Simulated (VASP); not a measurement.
# BeTe (P6_3/mmc) in VASP: further runs

Aim: see how the results for BeTe move with the level of theory and the settings. Levels: PBE, HSE06. Tasks: single point, relaxation of cell and atoms.

Everything below comes from runs of VASP 6.6.1. Logs are shortened: lines on timing, memory, paths and dates and some standing lists are left out, and cuts for length are marked.

## Step 1: The cell of the first run

The structure is hexagonal, space group P6_3/mmc (No. 194). Conventional cell: a = 3.861 Å, b = 3.861 Å, c = 5.990 Å, α = 90.00°, β = 90.00°, γ = 120.00°. Be (site symmetry -3m) has 6 Te at 2.69 Å and 2 Be at 3.00 Å within 3.5 Å. Within 3.5 Å of Te (site symmetry -6m2) lie 6 Be at 2.69 Å.

## Step 2: Single point, PBE

Contents of INCAR:

```
SYSTEM = BeTe
PREC     = Accurate       ! precision mode
ENCUT    = 520            ! plane-wave cutoff, eV
EDIFF    = 1E-6           ! SCF threshold, eV
ISMEAR   = -1             ! smearing method
SIGMA    = 0.02           ! smearing width, eV
LREAL    = .False.        ! projectors in reciprocal space
LASPH    = .True.         ! aspherical terms in the spheres
NELM     = 100            ! most SCF steps
ALGO     = Normal         ! electronic algorithm
ISIF     = 2              ! what is computed and relaxed
LWAVE    = .False.        ! write WAVECAR
LCHARG   = .False.        ! write CHGCAR
GGA      = PE             ! functional
NBANDS   = 16             ! bands
```

Contents of KPOINTS:

```
Automatic mesh
0
Gamma
  12 12 4
  0 0 0
```

Contents of POSCAR:

```
BeTe
1.0
    3.8607962482      0.0000000000      0.0000000000
   -1.9303981241      3.3435476298      0.0000000000
    0.0000000000      0.0000000000      5.9904975602
Be Te
2 2
Direct
    0.0000000000      0.0000000000      0.0000000000
    0.0000000000      0.0000000000      0.5000000000
    0.3333333333      0.6666666667      0.2500000000
    0.6666666667      0.3333333333      0.7500000000
```

Potentials or basis: VASP PAW PBE potentials, release 64 (Be, Te).

On the command line:

```
cat potpaw_PBE.64/Be/POTCAR potpaw_PBE.64/Te/POTCAR > POTCAR
mpirun -np 1 vasp_std > vasp.out
```

OUTCAR:

```text
SYSTEM = BeTe
   PREC = Accurate
   ENCUT = 520
   EDIFF = 1E-6
   ISMEAR = -1
   LREAL = .False.
   LASPH = .True.
   NELM = 100
   ISIF = 2
   GGA = PE

 ion  position               nearest neighbor table
   1  0.000  0.000  0.000-   3 2.69   4 2.69   4 2.69   3 2.69   4 2.69   3 2.69
   2  0.000  0.000  0.500-   3 2.69   4 2.69   4 2.69   3 2.69   4 2.69   3 2.69
   3  0.333  0.667  0.250-   1 2.69   2 2.69   1 2.69   2 2.69   1 2.69   2 2.69
   4  0.667  0.333  0.750-   1 2.69   2 2.69   1 2.69   2 2.69   1 2.69   2 2.69

  LATTYP: Found a hexagonal cell.
 ALAT       =     3.8607962482
 C/A-ratio  =     1.5516223015

  Lattice vectors:

 A1 = (   3.8607962482,   0.0000000000,   0.0000000000)
 A2 = (  -1.9303981241,   3.3435476298,   0.0000000000)
 A3 = (   0.0000000000,   0.0000000000,   5.9904975602)

Analysis of symmetry for initial positions (statically):
=====================================================================
 Subroutine PRICEL returns:
 Original cell was already a primitive cell.

 Routine SETGRP: Setting up the symmetry group for a
 hexagonal supercell.

 Subroutine GETGRP returns: Found 24 space group operations
 (whereof 12 operations were pure point group operations)
 out of a pool of 24 trial point group operations.

The static configuration has the point symmetry D_3d.
 The point group associated with its full space group is D_6h.

Analysis of symmetry for dynamics (positions and initial velocities):
=====================================================================
 Subroutine PRICEL returns:
 Original cell was already a primitive cell.

 Routine SETGRP: Setting up the symmetry group for a
 hexagonal supercell.

 Subroutine GETGRP returns: Found 24 space group operations
 (whereof 12 operations were pure point group operations)
 out of a pool of 24 trial point group operations.

The dynamic configuration has the point symmetry D_3d.
 The point group associated with its full space group is D_6h.

 Subroutine INISYM returns: Found 24 space group operations
 (whereof 12 operations are pure point group operations),
 and found     1 'primitive' translations

----------------------------------------------------------------------------------------

                                     Primitive cell

  volume of cell :      77.3299

  direct lattice vectors                    reciprocal lattice vectors
     3.860796248  0.000000000  0.000000000     0.259013928  0.149541761  0.000000000
    -1.930398124  3.343547630  0.000000000     0.000000000  0.299083522  0.000000000
     0.000000000  0.000000000  5.990497560     0.000000000  0.000000000  0.166931042

  length of vectors
     3.860796248  3.860796248  5.990497560     0.299083522  0.299083522  0.166931042

  position of ions in fractional coordinates (direct lattice)
     0.000000000  0.000000000  0.000000000
     0.000000000  0.000000000  0.500000000
     0.333333333  0.666666667  0.250000000
     0.666666667  0.333333333  0.750000000

  ion indices of the primitive-cell ions
   primitive index   ion index
                 1           1
                 2           2
                 3           3
                 4           4

----------------------------------------------------------------------------------------

 KPOINTS: Automatic mesh

Automatic generation of k-mesh.
 Grid dimensions read from file:
 generate k-points for:   12   12    4

 Generating k-lattice:

  Cartesian coordinates                     Fractional coordinates (reciprocal lattice)
     0.021584494  0.012461813  0.000000000     0.083333333  0.000000000  0.000000000
     0.000000000  0.024923627  0.000000000     0.000000000  0.083333333  0.000000000
     0.000000000  0.000000000  0.041732761     0.000000000  0.000000000  0.250000000

  Length of vectors
     0.024923627  0.024923627  0.041732761

  Shift w.r.t. Gamma in fractional coordinates (k-lattice)
     0.000000000  0.000000000  0.000000000

 Subroutine IBZKPT returns following result:
 ===========================================

 Found     57 irreducible k-points:

 Following reciprocal coordinates:
            Coordinates               Weight
  0.000000  0.000000  0.000000      1.000000
  0.083333  0.000000  0.000000      6.000000
  0.166667  0.000000  0.000000      6.000000
  0.250000  0.000000  0.000000      6.000000
  0.333333  0.000000  0.000000      6.000000
  0.416667  0.000000  0.000000      6.000000
[... 16 lines left out ...]
  0.250000  0.000000  0.250000     12.000000
  0.333333  0.000000  0.250000     12.000000
 [... further k-points ...]
   k-points           NKPTS =     57   k-points in BZ     NKDIM =     57   number of bands    NBANDS=     16
   number of dos      NEDOS =    301   number of ions     NIONS =      4
   total plane-waves  NPLWV =  43200
   dimension x,y,z NGX =    30 NGY =   30 NGZ =   48
   dimension x,y,z NGXF=    60 NGYF=   60 NGZF=   96
   ions per type =               2   2
   NGX,Y,Z   is equivalent  to a cutoff of  12.92, 12.92, 13.32 a.u.
   NGXF,Y,Z  is equivalent  to a cutoff of  25.84, 25.84, 26.64 a.u.
 SYSTEM =  BeTe
   PREC   = accura    normal or accurate (medium, high low for compatibility)
   ISTART =      0    job   : 0-new  1-cont  2-samecut
   ICHARG =      2    charge: 1-file 2-atom 10-const
   ISPIN  =      1    spin polarized calculation?
   LNONCOLLINEAR =      F non collinear calculations
   LSORBIT =      F    spin-orbit coupling
   LASPH  =      T    aspherical Exc in radial PAW
   ENCUT  =  520.0 eV  38.22 Ry    6.18 a.u.   7.18  7.18 11.14*2*pi/ulx,y,z
   NELM   =    100;   NELMIN=  2; NELMDL= -5     # of ELM steps
   EDIFF  = 0.1E-05   stopping-criterion for ELM
   LREAL  =      F    real-space projection
   EDIFFG = 0.1E-04   stopping-criterion for IOM
   NSW    =      0    number of steps for IOM
   IBRION =     -1    ionic relax: 0-MD 1-quasi-New 2-CG
   NFREE  =      0    steps in history (QN), initial steepest desc. (CG)
   ISIF   =      2    stress and relaxation
   ISYM   =      2    0-nonsym 1-usesym 2-fastsym
   POTIM  = 0.5000    time-step for ionic-motion
   TEBEG  =    0.0;   TEEND  =   0.0 temperature during run
   PSTRESS=    0.0 pullay stress
   NELECT =      16.0000    total number of electrons
   NUPDOWN=      -1.0000    fix difference up-down
   EMIN   =  10.00;   EMAX   =-10.00  energy-range for DOS
   EFERMI =   0.00;   METHOD = LEGACY
   ISMEAR =    -1;   SIGMA  =   0.02  broadening in eV -4-tet -1-fermi 0-gaus
   EFERMI_NEDOS =   21; number of points for ismear=-14 and -15
   IALGO  =     38    algorithm
   IMIX   =      4    mixing-type and parameters
     AMIX     =   0.40;   BMIX     =  1.00
     AMIX_MAG =   1.60;   BMIX_MAG =  1.00
  volume/ion in A,a.u.               =      19.33       130.46
  Fermi-wavevector in a.u.,A,eV,Ry     =   0.968276  1.829776 12.756250  0.937558
  Thomas-Fermi vector in A             =   2.098232
   LORBIT       =      0    0 simple, 1 ext, 2 COOP (PROOUT), +10 PAW based schemes
   GGA     = PE    functional components
   LHFCALC =     F    Hartree Fock is set to
   AEXX    =    0.0000 exact exchange contribution
   IVDW    =     0    specifies the selected vdW correction
   LEPSILON=     F    determine dielectric tensor
   LRPA    =     F    only Hartree local field effects (RPA)
 non-spin polarized calculation
  energy-cutoff  :      520.00
  volume of cell :       77.33
 maximum number of plane-waves:      2103
 NGX is ok and might be reduce to    30
   NGX = 15   NGY = 15   NGZ = 23

 number of electron      15.9999999 magnetization

 Free energy of the ion-electron system (eV)
  ---------------------------------------------------
  ext. energy  EPLUGINS =         0.00000000
  ---------------------------------------------------
  free energy    TOTEN  =       -13.30297252 eV

  energy without entropy =      -13.30263111  energy(sigma->0) =      -13.30280181

 E-fermi :   7.3374     XC(G=0):  -9.9214

 val. band max:        7.3042167295   @ k =   0.1667   0.0000   0.0000
 cond. band min:       7.4157048232   @ k =   0.4167   0.1667   0.0000
 fundamental gap:      0.1114880938
 Fermi energy:         7.3374289713

 k-point     1 :       0.0000    0.0000    0.0000
  band No.  band energies     occupation
      1      -6.1084      2.00000
      2      -3.9757      2.00000
      3       0.6198      2.00000
      4       6.4120      2.00000
      5       6.4120      2.00000
      6       6.6498      2.00000
[... 8 lines left out ...]
     15      13.9789      0.00000
     16      14.3165      0.00000

 k-point     2 :       0.0833    0.0000    0.0000
  band No.  band energies     occupation
      1      -6.0349      2.00000
      2      -3.9228      2.00000
      3       0.7001      2.00000
      4       5.4159      2.00000
      5       5.8674      2.00000
      6       6.4075      2.00000
[... 8 lines left out ...]
     15      13.4490      0.00000
     16      13.8598      0.00000

 k-point     3 :       0.1667    0.0000    0.0000
  band No.  band energies     occupation
      1      -5.8178      2.00000
      2      -3.7761      2.00000
      3       0.9392      2.00000
      4       4.0127      2.00000
      5       5.2342      2.00000
      6       5.4478      2.00000
[... 8 lines left out ...]
     15      13.3069      0.00000
     16      13.4005      0.00000

 k-point     4 :       0.2500    0.0000    0.0000
  band No.  band energies     occupation
      1      -5.4697      2.00000
      2      -3.5775      2.00000
      3       1.3311      2.00000
      4       2.7291      2.00000
      5       4.3356      2.00000
      6       4.6913      2.00000
[... 8 lines left out ...]
     15      13.0225      0.00000
     16      14.3883      0.00000

 k-point     5 :       0.3333    0.0000    0.0000
  band No.  band energies     occupation
      1      -5.0207      2.00000
      2      -3.4157      2.00000
      3       1.7444      2.00000
      4       1.8591      2.00000
      5       3.2883      2.00000
      6       4.2831      2.00000
[... 8 lines left out ...]
     15      14.1415      0.00000
     16      15.7481      0.00000

 k-point     6 :       0.4167    0.0000    0.0000
  band No.  band energies     occupation
      1      -4.5457      2.00000
      2      -3.4084      2.00000
      3       1.1971      2.00000
      4       2.4651      2.00000
      5       2.4677      2.00000
      6       4.0312      2.00000
[... 8 lines left out ...]
     15      15.2218      0.00000
     16      16.6995      0.00000
[... 267 lines left out ...]
 k-point    21 :       0.0833    0.0000    0.2500
  band No.  band energies     occupation
      1      -5.8261      2.00000
      2      -4.4104      2.00000
      3       1.6120      2.00000
      4       5.5151      2.00000
      5       5.9753      2.00000
      6       6.0277      2.00000
[... 8 lines left out ...]
     15      13.3750      0.00000
     16      13.8443      0.00000

 k-point    22 :       0.1667    0.0000    0.2500
  band No.  band energies     occupation
      1      -5.6128      2.00000
      2      -4.2381      2.00000
      3       1.7743      2.00000
      4       4.2228      2.00000
      5       4.9939      2.00000
      6       5.4444      2.00000
[... 8 lines left out ...]
     15      12.5890      0.00000
     16      14.0783      0.00000

 k-point    23 :       0.2500    0.0000    0.2500
  band No.  band energies     occupation
      1      -5.2729      2.00000
      2      -3.9864      2.00000
      3       1.8687      2.00000
      4       3.1723      2.00000
      5       3.8228      2.00000
      6       4.9256      2.00000
[... 8 lines left out ...]
     15      13.1236      0.00000
     16      14.7884      0.00000

 k-point    24 :       0.3333    0.0000    0.2500
  band No.  band energies     occupation
      1      -4.8398      2.00000
      2      -3.7278      2.00000
      3       1.4110      2.00000
      4       2.6147      2.00000
      5       3.1580      2.00000
      6       4.5294      2.00000
[... 8 lines left out ...]
     15      13.8893      0.00000
     16      15.3127      0.00000

 [... further k-points ...]
[... 5 lines left out ...]
  --------------------------------------------------------------------------------------
  -------------------------------------------------------------------------------------
  Total        0.0464592      0.0464592      0.0467204      0.0000000     -0.0000000     -0.0000000
  in kB        0.9625768      0.9625768      0.9679881      0.0000000     -0.0000000     -0.0000000
  external PRESSURE =       0.9643805 kB  Pullay stress =       0.0000000 kB

 VOLUME and BASIS-vectors are now :
 -----------------------------------------------------------------------------
  energy-cutoff  :      520.00
  volume of cell :       77.33
      direct lattice vectors                 reciprocal lattice vectors
     3.860796248  0.000000000  0.000000000     0.259013928  0.149541761  0.000000000
    -1.930398124  3.343547630  0.000000000     0.000000000  0.299083522  0.000000000
     0.000000000  0.000000000  5.990497560     0.000000000  0.000000000  0.166931042

 POSITION                                       TOTAL-FORCE (eV/Angst)
 -----------------------------------------------------------------------------------
      0.00000      0.00000      0.00000         0.000000     -0.000000      0.000000
      0.00000      0.00000      2.99525         0.000000     -0.000000      0.000000
     -0.00000      2.22903      1.49762        -0.000000      0.000000      0.000000
      1.93040      1.11452      4.49287         0.000000     -0.000000     -0.000000
 -----------------------------------------------------------------------------------
    total drift:                               -0.000000      0.000000     -0.000000

  FREE ENERGIE OF THE ION-ELECTRON SYSTEM (eV)
  ---------------------------------------------------
  free  energy   TOTEN  =       -13.3029725186 eV

  energy  without entropy=      -13.3026311081  energy(sigma->0) =      -13.30280181
```

It took 22 s on 1 thread of Intel Xeon 6975P-C (Granite Rapids), shared host; peak memory 0.23 GiB.

Results:

```
Free energy            : -13.3030 eV
Pressure               : 0.1 GPa
Band gap on the k mesh : zero (band 8 reaches 7.71 eV, above the bottom of band 9 at 6.52 eV)
```

Levels at points of the mesh, in eV from the Fermi level:
```csv
k point,band 4,band 5,band 6,band 7,band 8,band 9,band 10,band 11,band 12,band 13
"(0.00, 0.00, 0.00)",-0.93,-0.93,-0.69,-0.69,0.37,2.01,2.10,3.49,3.49,4.25
"(0.50, 0.00, 0.00)",-5.21,-4.50,-3.39,-2.95,-0.38,1.48,2.06,2.16,2.49,5.42
"(0.00, 0.00, 0.50)",-3.70,-0.72,-0.72,-0.72,-0.72,2.34,2.34,3.21,3.21,3.21
"(0.50, 0.00, 0.50)",-6.59,-2.39,-2.39,-2.06,-2.06,1.27,1.27,3.06,3.06,5.61
```

Caveat: spin-orbit coupling is left out, which moves the levels of the heavy elements.

## Step 3: Relaxation of cell and atoms, PBE

This run uses another cell than the first one, of 14.60 Å³/atom, 0.755 times its volume.

Contents of INCAR:

```
ALGO = Normal
EDIFF = 1E-6
EDIFFG = -0.005
ENCUT = 600
GGA = PE
IBRION = 2
ISIF = 3
ISMEAR = -1
LASPH = True
LCHARG = False
LREAL = False
LWAVE = False
NELM = 100
NSW = 80
PREC = Accurate
SIGMA = 0.02
```

Contents of KPOINTS:

```
k-points
0
Gamma
  12 12 4
```

Contents of POSCAR:

```
BeTe
1.0
    3.4583930100      0.0000000000      0.0000000000
   -1.7291965050      2.9950562029      0.0000000000
    0.0000000000      0.0000000000      5.6371806063
Be Te
2 2
Direct
    0.0000000000      0.0000000000      0.0000000000
    0.0000000000      0.0000000000      0.5000000000
    0.3333333333      0.6666666667      0.2500000000
    0.6666666667      0.3333333333      0.7500000000
```

Potentials or basis: VASP PAW PBE potentials, release 64 (Be, Te).

On the command line:

```
cat potpaw_PBE.64/Be/POTCAR potpaw_PBE.64/Te/POTCAR > POTCAR
mpirun -np 1 vasp_std > vasp.out
```

Wall time 93 s (1 thread of Intel Xeon 6975P-C (Granite Rapids), shared host); peak memory 0.23 GiB.

Results (log left out):

* Free energy: -13.3023 eV
* Relaxed volume: 19.36 Å³/atom
* Relaxed cell: a = 3.863 Å, b = 3.863 Å, c = 5.993 Å, α = 90.00°, β = 90.00°, γ = 120.00°
* Space group after relaxing (to 0.05 Å): P6_3/mmc (No. 194)
* Energy gained by relaxing: 397.8 meV/atom
* Ionic steps: 9
* Pressure after relaxing: 0.0 GPa
* Band gap on the k mesh: zero (band 8 reaches 7.69 eV, above the bottom of band 9 at 6.51 eV)

Step by step:
| step | energy change (eV) | largest force (eV/Å) | pressure (GPa) | volume (Å³) |
| --- | --- | --- | --- | --- |
| 1 | 0.0000 | 0.0000 | 33.53 | 58.39 |
| 2 | -1.3220 | 0.0000 | -6.75 | 88.20 |
| 3 | -1.5742 | 0.0000 | 0.21 | 77.12 |
| 4 | -1.5745 | 0.0000 | -0.15 | 77.53 |
| 5 | -1.5836 | 0.0000 | -0.12 | 77.51 |
| 6 | -1.5900 | 0.0000 | -0.07 | 77.48 |
| 7 | -1.5835 | 0.0000 | 0.09 | 77.38 |
| 8 | -1.5912 | 0.0000 | -0.03 | 77.46 |
| 9 | -1.5912 | 0.0000 | -0.02 | 77.46 |

Final structure:
```yaml
crystal:
  lattice:
    - [3.86314, 0.00000, 0.00000]
    - [-1.93157, 3.34558, 0.00000]
    - [0.00000, 0.00000, 5.99296]
  atoms:
    - { symbol: Be, position: [0.00000, 0.00000, 0.00000] }
    - { symbol: Be, position: [0.00000, 0.00000, 0.50000] }
    - { symbol: Te, position: [0.33333, 0.66667, 0.25000] }
    - { symbol: Te, position: [0.66667, 0.33333, 0.75000] }
```

Levels at points of the mesh, in eV from the Fermi level:
```
           k point  band 6  band 7  band 8  band 9  band 10  band 11
(0.00, 0.00, 0.00)   -0.69   -0.69    0.37    2.01     2.09     3.49
(0.50, 0.00, 0.00)   -3.38   -2.95   -0.38    1.48     2.06     2.16
(0.00, 0.00, 0.50)   -0.71   -0.71   -0.71    2.34     2.34     3.21
(0.50, 0.00, 0.50)   -2.39   -2.05   -2.05    1.27     1.27     3.06
```

Caveat: the volume moved by over 15 % at a fixed basis, so the end points are rough; spin-orbit coupling is left out, which moves the levels of the heavy elements.

(Part 1 of 2 ends here.)
